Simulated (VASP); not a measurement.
# Ni (P6_3/mmc) in VASP: notebook, part 3 of 3

VASP 6.6.1. The steps go on from the part before.

## Step 4: Relaxation of cell and atoms, PBE+D3(BJ), collinear spin, ferromagnetic start

Contents of INCAR:

```
SYSTEM = Ni
  PREC = Accurate
  ENCUT = 600
  EDIFF = 1E-6
  ISMEAR = -1
  SIGMA = 0.05
  LREAL = .False.
  LASPH = .True.
  NELM = 150
  ALGO = Normal
  ISIF = 3
  LWAVE = .False.
  LCHARG = .False.
  ISPIN = 2
  MAGMOM = 1 1
  LORBIT = 11
  LMAXMIX = 4
  GGA = PE
  IVDW = 12
  IBRION = 2
  NSW = 60
  EDIFFG = -0.01
```

Contents of KPOINTS:

```
Automatic mesh
0
Gamma
  12 12 7
  0 0 0
```

Contents of POSCAR:

```
Ni
1.0
    2.4480228978      0.0000000000      0.0000000000
   -1.2240114489      2.1200500186      0.0000000000
    0.0000000000      0.0000000000      4.0728075700
Ni
2
Direct
    0.6666666667      0.3333333333      0.7500000000
    0.3333333333      0.6666666667      0.2500000000
```

Potentials or basis: VASP PAW PBE potentials, release 64 (Ni).

Launch:

```sh
$ cat potpaw_PBE.64/Ni/POTCAR > POTCAR
$ mpirun -np 1 vasp_std > vasp.out
```

OUTCAR:

```text
SYSTEM = Ni
   PREC = Accurate
   ENCUT = 600
   EDIFF = 1E-6
   ISMEAR = -1
   LREAL = .False.
   LASPH = .True.
   NELM = 150
   ISIF = 3
   ISPIN = 2
   LORBIT = 11
   GGA = PE
   IVDW = 12
   IBRION = 2
   NSW = 60
   EDIFFG = -0.01
 IVDW          = 12

 ion  position               nearest neighbor table
   1  0.667  0.333  0.750-   2 2.48   2 2.48   2 2.48   2 2.48   2 2.48   2 2.48
   2  0.333  0.667  0.250-   1 2.48   1 2.48   1 2.48   1 2.48   1 2.48   1 2.48

  LATTYP: Found a hexagonal cell.
 ALAT       =     2.4480228978
 C/A-ratio  =     1.6637130207

  Lattice vectors:

 A1 = (   2.4480228978,   0.0000000000,   0.0000000000)
 A2 = (  -1.2240114489,   2.1200500186,   0.0000000000)
 A3 = (   0.0000000000,   0.0000000000,   4.0728075700)

Analysis of symmetry for initial positions (statically):
=====================================================================
 Subroutine PRICEL returns:
 Original cell was already a primitive cell.

 Routine SETGRP: Setting up the symmetry group for a
 hexagonal supercell.

 Subroutine GETGRP returns: Found 24 space group operations
 (whereof 12 operations were pure point group operations)
 out of a pool of 24 trial point group operations.

The static configuration has the point symmetry D_3d.
 The point group associated with its full space group is D_6h.

Analysis of symmetry for dynamics (positions and initial velocities):
=====================================================================
 Subroutine PRICEL returns:
 Original cell was already a primitive cell.

 Routine SETGRP: Setting up the symmetry group for a
 hexagonal supercell.

 Subroutine GETGRP returns: Found 24 space group operations
 (whereof 12 operations were pure point group operations)
 out of a pool of 24 trial point group operations.

The dynamic configuration has the point symmetry D_3d.
 The point group associated with its full space group is D_6h.

Analysis of structural, dynamic, and magnetic symmetry:
=====================================================================
 Subroutine PRICEL returns:
 Original cell was already a primitive cell.

 Routine SETGRP: Setting up the symmetry group for a
 hexagonal supercell.

 Subroutine GETGRP returns: Found 24 space group operations
 (whereof 12 operations were pure point group operations)
 out of a pool of 24 trial point group operations.

The overall configuration has the point symmetry D_3d.
 The point group associated with its full space group is D_6h.

 Subroutine INISYM returns: Found 24 space group operations
 (whereof 12 operations are pure point group operations),
 and found     1 'primitive' translations

----------------------------------------------------------------------------------------

                                     Primitive cell

  volume of cell :      21.1376

  direct lattice vectors                    reciprocal lattice vectors
     2.448022898  0.000000000  0.000000000     0.408492911  0.235843492  0.000000000
    -1.224011449  2.120050019  0.000000000     0.000000000  0.471686984  0.000000000
     0.000000000  0.000000000  4.072807570     0.000000000  0.000000000  0.245530873

  length of vectors
     2.448022898  2.448022898  4.072807570     0.471686984  0.471686984  0.245530873

  position of ions in fractional coordinates (direct lattice)
     0.666666667  0.333333333  0.750000000
     0.333333333  0.666666667  0.250000000

  ion indices of the primitive-cell ions
   primitive index   ion index
                 1           1
                 2           2

[... 66 lines left out ...]
   LNONCOLLINEAR =      F non collinear calculations
   LSORBIT =      F    spin-orbit coupling
   LASPH  =      T    aspherical Exc in radial PAW
   ENCUT  =  600.0 eV  44.10 Ry    6.64 a.u.   4.89  4.89  8.13*2*pi/ulx,y,z
   NELM   =    150;   NELMIN=  2; NELMDL= -5     # of ELM steps
   EDIFF  = 0.1E-05   stopping-criterion for ELM
   LREAL  =      F    real-space projection
   EDIFFG = -.1E-01   stopping-criterion for IOM
   NSW    =     60    number of steps for IOM
   IBRION =      2    ionic relax: 0-MD 1-quasi-New 2-CG
   NFREE  =      1    steps in history (QN), initial steepest desc. (CG)
   ISIF   =      3    stress and relaxation
   ISYM   =      2    0-nonsym 1-usesym 2-fastsym
   POTIM  = 0.5000    time-step for ionic-motion
   TEBEG  =    0.0;   TEEND  =   0.0 temperature during run
   PSTRESS=    0.0 pullay stress
   NELECT =      20.0000    total number of electrons
   NUPDOWN=      -1.0000    fix difference up-down
   EMIN   =  10.00;   EMAX   =-10.00  energy-range for DOS
   EFERMI =   0.00;   METHOD = LEGACY
   ISMEAR =    -1;   SIGMA  =   0.05  broadening in eV -4-tet -1-fermi 0-gaus
   EFERMI_NEDOS =   21; number of points for ismear=-14 and -15
   IALGO  =     38    algorithm
   IMIX   =      4    mixing-type and parameters
     AMIX     =   0.40;   BMIX     =  1.00
     AMIX_MAG =   1.60;   BMIX_MAG =  1.00
  volume/ion in A,a.u.               =      10.57        71.32
  Fermi-wavevector in a.u.,A,eV,Ry     =   1.607187  3.037143 35.144518  2.583049
  Thomas-Fermi vector in A             =   2.703255
   LORBIT       =     11    0 simple, 1 ext, 2 COOP (PROOUT), +10 PAW based schemes
   GGA     = PE    functional components
   LHFCALC =     F    Hartree Fock is set to
   AEXX    =    0.0000 exact exchange contribution
   IVDW    =    12    specifies the selected vdW correction
   LEPSILON=     F    determine dielectric tensor
   LRPA    =     F    only Hartree local field effects (RPA)
 conjugate gradient relaxation of ions
 spin polarized calculation
  energy-cutoff  :      600.00
  volume of cell :       21.14
 maximum number of plane-waves:       722
 NGX is ok and might be reduce to    20
   NGX =  9   NGY =  9   NGZ = 17

--------------------------------------- Ionic step        1  -------------------------------------------

 number of electron      20.0000004 magnetization       1.2664655

 Free energy of the ion-electron system (eV)
  ---------------------------------------------------
  ext. energy  EPLUGINS =         0.00000000
  ---------------------------------------------------
  free energy    TOTEN  =       -10.88483540 eV

  energy without entropy =      -10.84990201  energy(sigma->0) =      -10.86736871

------------------------ aborting loop because EDIFF is reached ----------------------------------------

 Edisp (eV)   -0.95357

 E8    (eV) :    -0.4124
[... 151 lines left out ...]
--------------------------------------- Ionic step        5  -------------------------------------------

 number of electron      19.9999996 magnetization       1.2756162

 Free energy of the ion-electron system (eV)
  ---------------------------------------------------
  ext. energy  EPLUGINS =         0.00000000
  ---------------------------------------------------
  free energy    TOTEN  =       -10.88500043 eV

  energy without entropy =      -10.84950885  energy(sigma->0) =      -10.86725464

 E-fermi :   9.8549     XC(G=0): -13.4415

 val. band max:        9.8521261839   @ k =   0.2500   0.1667   0.1429
 cond. band min:       9.8660530634   @ k =   0.2500   0.2500   0.0000
 fundamental gap:      0.0139268795
 Fermi energy:         9.8548892439

 spin component 1

 k-point     1 :       0.0000    0.0000    0.0000
  band No.  band energies     occupation
      1       0.5947      1.00000
      2       4.8307      1.00000
      3       7.3273      1.00000
      4       7.4223      1.00000
      5       7.4223      1.00000
      6       7.7034      1.00000
      7       7.7034      1.00000
      8       8.1286      1.00000
      9       8.1286      1.00000
     10       9.1175      1.00000
     11       9.1175      1.00000
     12       9.4463      0.99972
     13      15.6871      0.00000
     14      32.7102      0.00000
[... 403 lines left out ...]
      4       6.7481      1.00000
      5       7.4117      1.00000
      6       7.5845      1.00000
      7       7.8622      1.00000
      8       8.7638      1.00000
      9       8.8131      1.00000
     10       8.8246      1.00000
     11       9.2409      1.00000
     12      13.8978      0.00000
     13      18.4802      0.00000
     14      19.8749      0.00000
     15      25.3834      0.00000

 [... further k-points ...]

 spin component 2

 k-point     1 :       0.0000    0.0000    0.0000
  band No.  band energies     occupation
      1       0.5683      1.00000
      2       5.2390      1.00000
      3       8.0408      1.00000
      4       8.1063      1.00000
      5       8.1063      1.00000
      6       8.4072      1.00000
      7       8.4072      1.00000
      8       8.8062      1.00000
      9       8.8062      1.00000
     10       9.3934      0.99990
     11       9.8379      0.58410
     12       9.8379      0.58410
     13      16.1033      0.00000
     14      32.5784      0.00000
[... 448 lines left out ...]
  FREE ENERGIE OF THE ION-ELECTRON SYSTEM (eV)
  ---------------------------------------------------
  free  energy   TOTEN  =       -11.8410246098 eV

  energy  without entropy=      -11.8055330297  energy(sigma->0) =      -11.82327882

 reached required accuracy - stopping structural energy minimisation

 total charge

# of ion       s       p       d       tot
------------------------------------------
    1        0.510   0.526   8.332   9.368
    2        0.510   0.526   8.332   9.368
--------------------------------------------------
tot          1.021   1.052  16.663  18.736

 magnetization (x)

# of ion       s       p       d       tot
------------------------------------------
    1       -0.005  -0.025   0.676   0.646
    2       -0.005  -0.025   0.676   0.646
--------------------------------------------------
tot         -0.009  -0.050   1.352   1.293
```

CONTCAR:

```text
Ni
   1.00000000000000
     2.4589094054063918    0.0000000000000000    0.0000000000000000
    -1.2294547027031959    2.1294780107464186   -0.0000000000000000
     0.0000000000000000    0.0000000000000000    4.0268101774845100
  Ni
     2
Direct
     0.6666666667000030    0.3333333332999970    0.7500000000000000
     0.3333333332999970    0.6666666667000030    0.2500000000000000

  0.00000000E+00  0.00000000E+00  0.00000000E+00
  0.00000000E+00  0.00000000E+00  0.00000000E+00
```

Wall time 2.4 min (1 thread of Intel Xeon Platinum 8259CL at 2.50GHz (Skylake/Cascade Lake), shared host); peak memory 0.19 GiB.

What came out:

- Free energy: -11.8410 eV
- Relaxed volume: 10.54 Å³/atom
- Relaxed cell: a = 2.459 Å, b = 2.459 Å, c = 4.027 Å, α = 90.00°, β = 90.00°, γ = 120.00°
- Space group after relaxing (to 0.05 Å): P6_3/mmc (No. 194)
- Energy gained by relaxing: 1.3 meV/atom
- Ionic steps: 5
- Pressure after relaxing: 0.0 GPa
- Net moment: 1.28 μB per cell
- Site moments: Ni +0.65 μB
- Valence electrons inside the program's atomic spheres: Ni 9.37
- Dispersion energy per atom: -0.478 eV

The path:
```csv
step,energy change (eV),largest force (eV/Å),pressure (GPa),volume (Å³)
1,0.0000,0.0000,-0.47,21.14
2,-0.0024,0.0000,0.48,21.04
3,-0.0025,0.0000,0.66,21.03
4,-0.0025,0.0000,-0.48,21.15
5,-0.0026,0.0000,0.01,21.09
```

Final structure:
```cif
data_structure
_symmetry_space_group_name_H-M 'P 1'
_symmetry_Int_Tables_number 1
_cell_length_a 2.4589
_cell_length_b 2.4589
_cell_length_c 4.0268
_cell_angle_alpha 90.000
_cell_angle_beta 90.000
_cell_angle_gamma 120.000
_cell_volume 21.09
loop_
_atom_site_label
_atom_site_type_symbol
_atom_site_fract_x
_atom_site_fract_y
_atom_site_fract_z
_atom_site_occupancy
Ni1 Ni 0.66667 0.33333 0.75000 1
Ni2 Ni 0.33333 0.66667 0.25000 1
```

Caveat: pairwise dispersion overbinds metals, which lowers pressure and volume.

## Step 5: Single point, PBEsol, collinear spin, ferromagnetic start

Contents of INCAR:

```
SYSTEM = Ni
ALGO = Normal
EDIFF = 1E-6
ENCUT = 590
GGA = PS
GGA_COMPAT = .FALSE.
ISIF = 2
ISMEAR = -1
ISPIN = 2
LASPH = .TRUE.
LCHARG = .TRUE.
LELF = .TRUE.
LMAXMIX = 4
LORBIT = 11
LREAL = .FALSE.
LVHAR = .TRUE.
LWAVE = .FALSE.
MAGMOM = 1.25 1.25
NBANDS = 29
NELM = 200
NUPDOWN = 2.5
PREC = Accurate
SIGMA = 0.05
```

Contents of KPOINTS:

```
k-points
0
G
  10 10 6
  0 0 0
```

POSCAR is that of step 4.

Potentials or basis: VASP PAW PBE potentials, release 64 (Ni_sv_GW).

Launch:

```sh
$ cat potpaw_PBE.64/Ni_sv_GW/POTCAR > POTCAR
$ mpirun -np 1 vasp_std > vasp.out
```

It took 56 s on 1 thread of Intel Xeon 6975P-C (Granite Rapids), shared host; peak memory 0.19 GiB.

The run converged. Its results:

| Property | Result |
| --- | --- |
| Free energy | -13.5731 eV |
| Pressure | -0.6 GPa |
| Net moment | 2.50 μB per cell |
| Site moments | Ni +1.22 μB |
| Valence electrons inside the program's atomic spheres | Ni 16.36 |

Stress tensor (GPa, compression positive):
```
 1.91  0.00  0.00
 0.00  1.91  0.00
 0.00  0.00 -5.57
```

Caveat: the PAW data sets were made with another functional, which shifts forces and pressure a little; the total moment is fixed, so each spin has its own Fermi level.

## Step 6: Single point, PBE, collinear spin, ferromagnetic start

Contents of INCAR:

```
SYSTEM = Ni
PREC = Accurate ; ENCUT = 590
EDIFF = 1E-6 ; ISMEAR = -1
SIGMA = 0.05 ; LREAL = .FALSE.
LASPH = .TRUE. ; NELM = 200
ALGO = Normal ; ISIF = 2
LWAVE = .FALSE. ; LCHARG = .FALSE.
ISPIN = 2 ; MAGMOM = 1.25 1.25
LORBIT = 11 ; NUPDOWN = 2.5
LMAXMIX = 4 ; GGA = PE
NBANDS = 29 ; GGA_COMPAT = .FALSE.
```

Contents of KPOINTS:

```
regular mesh
0
G
  10 10 6
  0 0 0
```

POSCAR is that of step 5.

Potentials or basis: VASP PAW PBE potentials, release 64 (Ni_sv_GW).

Launch:

```sh
$ cat potpaw_PBE.64/Ni_sv_GW/POTCAR > POTCAR
$ mpirun -np 1 vasp_std > vasp.out
```

OUTCAR:

```text
SYSTEM = Ni
   PREC = Accurate
   ENCUT = 590
   EDIFF = 1E-6
   ISMEAR = -1
   LREAL = .FALSE.
   LASPH = .TRUE.
   NELM = 200
   ISIF = 2
   ISPIN = 2
   LORBIT = 11
   NUPDOWN = 2.5
   GGA = PE

 ion  position               nearest neighbor table
   1  0.667  0.333  0.750-   2 2.48   2 2.48   2 2.48   2 2.48   2 2.48   2 2.48
   2  0.333  0.667  0.250-   1 2.48   1 2.48   1 2.48   1 2.48   1 2.48   1 2.48

  LATTYP: Found a hexagonal cell.
 ALAT       =     2.4480228978
 C/A-ratio  =     1.6637130207

[... 1757 lines left out ...]

 VOLUME and BASIS-vectors are now :
 -----------------------------------------------------------------------------
  energy-cutoff  :      590.00
  volume of cell :       21.14
      direct lattice vectors                 reciprocal lattice vectors
     2.448022898  0.000000000  0.000000000     0.408492911  0.235843492  0.000000000
    -1.224011449  2.120050019  0.000000000     0.000000000  0.471686984  0.000000000
     0.000000000  0.000000000  4.072807570     0.000000000  0.000000000  0.245530873

 POSITION                                       TOTAL-FORCE (eV/Angst)
 -----------------------------------------------------------------------------------
      1.22401      0.70668      3.05461        -0.000000      0.000000      0.000000
     -0.00000      1.41337      1.01820         0.000000      0.000000      0.000000
 -----------------------------------------------------------------------------------
    total drift:                                0.000000     -0.000000      0.000000

  FREE ENERGIE OF THE ION-ELECTRON SYSTEM (eV)
  ---------------------------------------------------
  free  energy   TOTEN  =       -12.2431244950 eV

  energy  without entropy=      -12.2209979049  energy(sigma->0) =      -12.23206120

 total charge

# of ion       s       p       d       f       tot
--------------------------------------------------
    1        2.261   6.360   7.736   0.006  16.362
    2        2.261   6.360   7.736   0.006  16.362
--------------------------------------------------
tot          4.523  12.719  15.471   0.011  32.725

 magnetization (x)

# of ion       s       p       d       f       tot
--------------------------------------------------
    1        0.017   0.036   1.169   0.000   1.222
    2        0.017   0.036   1.169   0.000   1.222
--------------------------------------------------
tot          0.033   0.072   2.338   0.000   2.443
```

OSZICAR:

```text
N       E                     dE             d eps       ncg     rms          rms(c)
DAV:   1     0.573788118587E+03    0.57379E+03   -0.21640E+04 10144   0.479E+03
DAV:   2     0.295408764505E+02   -0.54425E+03   -0.51769E+03 11528   0.131E+03
DAV:   3    -0.164408958666E+02   -0.45982E+02   -0.45303E+02 12876   0.473E+02
DAV:   4    -0.176725782769E+02   -0.12317E+01   -0.12313E+01 11992   0.456E+01
DAV:   5    -0.177117586482E+02   -0.39180E-01   -0.39178E-01 10324   0.692E+00    0.203E+01
DAV:   6    -0.141580291089E+02    0.35537E+01   -0.27717E+01  8147   0.380E+02    0.108E+01
DAV:   7    -0.123172954340E+02    0.18407E+01   -0.75788E+00  8435   0.177E+02    0.323E+00
DAV:   8    -0.122398023371E+02    0.77493E-01   -0.36865E-01 12627   0.150E+01    0.105E+00
DAV:   9    -0.122422883986E+02   -0.24861E-02   -0.77775E-03 11933   0.310E+00    0.262E-01
DAV:  10    -0.122430895666E+02   -0.80117E-03   -0.73004E-04 12505   0.123E+00    0.138E-01
DAV:  11    -0.122430915324E+02   -0.19658E-05   -0.83758E-05 11868   0.412E-01    0.663E-02
DAV:  12    -0.122431216098E+02   -0.30077E-04   -0.24916E-05 11036   0.269E-01    0.226E-02
DAV:  13    -0.122431250972E+02   -0.34874E-05   -0.39346E-06  7100   0.756E-02    0.375E-03
DAV:  14    -0.122431244950E+02    0.60228E-06   -0.26382E-06  5340   0.356E-02
   1 F= -.12243124E+02 E0= -.12232061E+02  d E =-.221266E-01  mag=     2.5000
```

It took 47 s on 1 thread of Intel Xeon 6975P-C (Granite Rapids), shared host; peak memory 0.2 GiB.

What came out:

```yaml
Free_energy: -12.2431 eV
Pressure: 9.6 GPa
Net_moment: 2.50 μB per cell
Site_moments: Ni +1.22 μB
Valence_electrons_inside_the_program's_atomic_spheres: Ni 16.36
```

Caveat: the total moment is fixed, so each spin has its own Fermi level.

## Step 7: The runs side by side

```csv
task,level,potentials or basis,fixed moment (μB),cell,k mesh,cutoff (eV),second run,gap on the mesh (eV),pressure (GPa),moment (μB)
single point,PBEsol,"VASP PAW PBE potentials, release 64 (Ni_sv_GW)",3.0,"a = 2.448, b = 2.448, c = 4.073 Å, angles 90.0, 90.0, 120.0°, 2 atoms",10 × 10 × 6,590,valence_matched,-,4.6,3.00
single point,PBE+D3(BJ),"VASP PAW PBE potentials, release 64 (Ni)",-,"a = 2.460, b = 2.460, c = 4.029 Å, angles 90.0, 90.0, 120.0°, 2 atoms",12 × 12 × 7,520,-,none,-0.2,1.28
relaxation of cell and atoms,PBE+D3(BJ),"VASP PAW PBE potentials, release 64 (Ni)",-,"relaxed from a = 2.448, b = 2.448, c = 4.073 Å, angles 90.0, 90.0, 120.0°, 2 atoms",12 × 12 × 7,600,-,none,0.0,1.28
single point,PBEsol,"VASP PAW PBE potentials, release 64 (Ni_sv_GW)",2.5,"a = 2.448, b = 2.448, c = 4.073 Å, angles 90.0, 90.0, 120.0°, 2 atoms",10 × 10 × 6,590,valence_matched,-,-0.6,2.50
single point,PBE,"VASP PAW PBE potentials, release 64 (Ni_sv_GW)",2.5,"a = 2.448, b = 2.448, c = 4.073 Å, angles 90.0, 90.0, 120.0°, 2 atoms",10 × 10 × 6,590,valence_matched,-,9.6,2.50
```

Alike in all rows: spin collinear, ferromagnetic start; smearing fermi-dirac 0.05 eV.

Caveats: the total moment is fixed, so each spin has its own Fermi level (some runs); the PAW data sets were made with another functional, which shifts forces and pressure a little (some runs); pairwise dispersion overbinds metals, which lowers pressure and volume (some runs).

Absolute energies hang on the potentials; compare differences alone.
